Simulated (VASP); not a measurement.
Runs of VASP 6.6.1 on ZrB. The structure is that of space group Fm-3m (No. 225), or close to it. The cells are those of the table. 

| cell | gap on the mesh (eV) | pressure (GPa) |
| --- | --- | --- |
| a = 3.468, b = 3.468, c = 4.904 Å, 4 atoms | none | 0.1 |
| a = 3.398, b = 3.398, c = 4.963 Å, 4 atoms | none | 5.2 |
| a = 3.329, b = 3.329, c = 4.973 Å, 4 atoms | none | 13.4 |
| a = 3.537, b = 3.537, c = 4.845 Å, 4 atoms | none | (a) |
| a = 3.398, b = 3.398, c = 4.940 Å, 4 atoms | none | 6.0 |
| a = 3.329, b = 3.329, c = 5.022 Å, 4 atoms | none | (b) |

Alike in all rows: task single point; level PBE; potentials or basis VASP PAW PBE potentials, release 64 (Zr_sv, B); no spin polarisation; k mesh 12 × 12 × 10; cutoff (eV) 520; smearing gaussian 0.1 eV.

Problem. Estimate the missing entries.

Solution. (a) -3.8; (b) 11.7.

Caveats: the cell stands under pressure (at least some runs); the cell stands under tension (at least some runs).

A k mesh can miss the band edges, and the runs leave out spin-orbit coupling on Zr.

A gap of «none» marks levels without a gap at the run's occupations.
